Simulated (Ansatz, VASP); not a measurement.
## BeTe in VASP and in Ansatz

```xyz
2
Lattice="0.0000 2.7700 2.7700 2.7700 0.0000 2.7700 2.7700 2.7700 0.0000" Properties=species:S:1:pos:R:3 pbc="T T T"
Be    0.0000    0.0000    0.0000
Te    1.3850    1.3850    1.3850
```

Alike in both runs: task relaxation of cell and atoms; functional PBEsol; k mesh 8 × 8 × 8; occupations gaussian, width 0.02 eV; no spin polarisation.

|  | VASP | Ansatz |
| --- | --- | --- |
| version | VASP 6.6.1 | Ansatz 0.2.0 |
| potentials or method | VASP PAW PBE potentials, release 64 (Be, Te), cutoff 600 eV | scalar-relativistic, plane waves, PAW |
| valence electrons in the cell | 8 | 18 |

|  | VASP | Ansatz | Ansatz less VASP |
| --- | --- | --- | --- |
| gap on the k mesh at the Fermi level, each at its own relaxed structure (eV) | 1.83 | 1.84 | +0.008 |
| relaxed volume (Å³/atom) | 22.10 | 22.01 | -0.089 |
| relaxed length of the cell vector where the two differ most in proportion (Å) | 3.968 | 3.963 | -0.0053 |

VASP's potentials were made for PBE, not for PBEsol. VASP's potentials hold 8 valence electrons a cell and Ansatz's 18, so a difference there can come from the potentials and not from the codes.

Neither program's run includes spin-orbit coupling.
